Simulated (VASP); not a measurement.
## C: single point with r2SCAN

The system is C.

```
C
1.0
     3.56028    0.00000    0.00000
     0.00000   -3.56028    0.00000
     0.00000    0.00000   -3.56028
C
8
Direct
  0.50000 0.00000 0.98947
  0.00000 0.50000 0.00000
  0.00000 0.00000 0.50000
  0.50000 0.50000 0.50000
  0.75000 0.75000 0.75000
  0.25000 0.25000 0.75000
  0.25000 0.75000 0.25000
  0.75000 0.25000 0.25000
```

This cell differs from its parent crystal: atom 1 (C) moved +0.037 Å along Cartesian [0 0 1].

* Program: VASP 6.6.1
* Task: single point
* Functional: r2SCAN
* Potentials or basis: VASP PAW PBE potentials, release 64 (C_h)
* Cutoff: 910 eV
* k mesh: 6 × 6 × 6
* Occupations: gaussian, width 0.05 eV
* Spin: no spin polarisation
* Dipole correction: no
* Second run: hard_potentials
* Further INCAR settings: ALGO = Normal; EDIFF = 1e-06; NBANDS = 26

```yaml
Pressure: -0.7 GPa
Largest_force: 1.725 eV/Å
Band_gap_on_the_k_mesh: 4.23 eV
```

Forces in eV/Å, atoms in the order of the input:
```
C    0.000  0.000 -1.725
C    0.000  0.000 -0.237
C    0.000  0.000  0.258
C    0.000  0.000  0.258
C    0.119  0.119  0.375
C   -0.119 -0.119  0.375
C    0.092 -0.092  0.348
C   -0.092  0.092  0.348
```

Stress tensor (GPa, compression positive):
```
-0.68  0.28  0.00
 0.28 -0.68  0.00
 0.00  0.00 -0.81
```

Levels at points of the mesh, in eV from the valence-band top:
| k point | band 13 | band 14 | band 15 | band 16 | band 17 | band 18 | band 19 | band 20 |
| --- | --- | --- | --- | --- | --- | --- | --- | --- |
| (0.00, 0.00, 0.00) | -6.74 | -0.31 | -0.15 | 0.00 | 4.71 | 4.78 | 4.88 | 4.88 |
| (0.50, 0.00, 0.00) | -4.53 | -4.53 | -4.52 | -4.47 | 4.52 | 4.53 | 10.59 | 10.60 |
| (0.00, 0.00, 0.50) | -4.72 | -4.59 | -4.47 | -4.35 | 4.49 | 4.57 | 10.61 | 10.67 |
| (0.50, 0.50, 0.00) | -3.55 | -3.38 | -3.34 | -3.17 | 8.10 | 8.21 | 8.22 | 8.33 |
| (0.00, 0.50, 0.50) | -3.45 | -3.36 | -3.34 | -3.26 | 8.10 | 8.15 | 8.26 | 8.29 |
| (0.50, 0.50, 0.50) | -3.13 | -3.12 | -3.05 | -2.88 | 8.44 | 8.51 | 8.77 | 8.77 |

Run time: 2.4 min on 1 thread of Intel(R) Xeon(R) 6975P-C (Granite Rapids), on a shared host, peak memory 0.26 GiB.

Caveat: the cell differs from its parent crystal (atom 1 (C) moved +0.037 Å along Cartesian [0 0 1]); the cutoff is under 1.25 times the usual one of these potentials, so pressure, stress and relaxed cells hold a basis-set (Pulay) error; the PAW data sets were made with another functional, which shifts forces and pressure a little. A k mesh can miss the band edges.
